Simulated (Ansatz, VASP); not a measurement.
Two plane-wave programs on CdSe

POSCAR

```
CdSe
1.0
    0.0000000000      3.0677809647      3.0677809647
    3.0677809647      0.0000000000      3.0677809647
    3.0677809647      3.0677809647      0.0000000000
Cd Se
1 1
Direct
    0.0000000000      0.0000000000      0.0000000000
    0.2500000000      0.2500000000      0.2500000000
```

Contents of INCAR.step1:

```
PREC = Accurate
ENCUT = 520
EDIFF = 1E-5
ISMEAR = 0
SIGMA = 0.01
LREAL = False
LASPH = True
NELM = 100
ALGO = Normal
ISIF = 2
LWAVE = True
LCHARG = False
GGA = PE
NBANDS = 16
```

The input INCAR.step2:

```
PREC = Accurate
ENCUT = 520
EDIFF = 1E-6
ISMEAR = 0
SIGMA = 0.01
LREAL = False
LASPH = True
NELM = 100
ALGO = Normal
ISIF = 2
LWAVE = False
LCHARG = False
GGA = PE
LHFCALC = True
AEXX = 0.2
HFSCREEN = 0.1
PRECFOCK = Normal
ISTART = 1
NBANDS = 16
```

The input KPOINTS:

```
regular mesh
0
Gamma
  4 4 4
```

Input for Ansatz:

```yaml
crystal:
  lattice:
    - [0.0, 3.0677809647, 3.0677809647]
    - [3.0677809647, 0.0, 3.0677809647]
    - [3.0677809647, 3.0677809647, 0.0]
  atoms:
    - { symbol: Cd, position: [0.0, 0.0, 0.0] }
    - { symbol: Se, position: [0.25, 0.25, 0.25] }
kpoints:
  mp_grid: { grid: [4, 4, 4] }
hamiltonian:
  xc: { exchange: pbe, correlation: pbe, exx: { coeff: 0.2, omega: 0.1 } }
scf:
  occupations: { method: fixed }
  n_extra_bands: 4
output:
  forces: true
  stress: true
  eigenvalues: true
```

Alike in both runs: task single point; functional PBE-based screened hybrid with a share of 0.2 of exact exchange and HFSCREEN = 0.1; k mesh 4 × 4 × 4; no spin polarisation.

```csv
,VASP,Ansatz
version,VASP 6.6.1,Ansatz 0.2.0
potentials or method,"VASP PAW PBE potentials, release 64 (Cd, Se)",plane waves
plane-wave cutoff (eV),520,420
occupations,"gaussian, width 0.01 eV",fixed
valence electrons in the cell,18,36
```

Ansatz gave:

| Item | Value |
| --- | --- |
| gap on the k mesh at the Fermi level (eV) | 1.53 |
| pressure (GPa) | 0.5 |

Problem. Which values does VASP return?

Solution. gap on the k mesh at the Fermi level (eV): 1.55; pressure (GPa): 0.6.

VASP's potentials were made for PBE, not for PBE-based screened hybrid. VASP's potentials hold 18 valence electrons a cell and Ansatz's 36, so a difference there can come from the potentials and not from the codes. Ansatz's warnings: stress exchange threshold loose, stress scf threshold loose.

The k mesh is coarse, so the values compare programs but aren't converged.
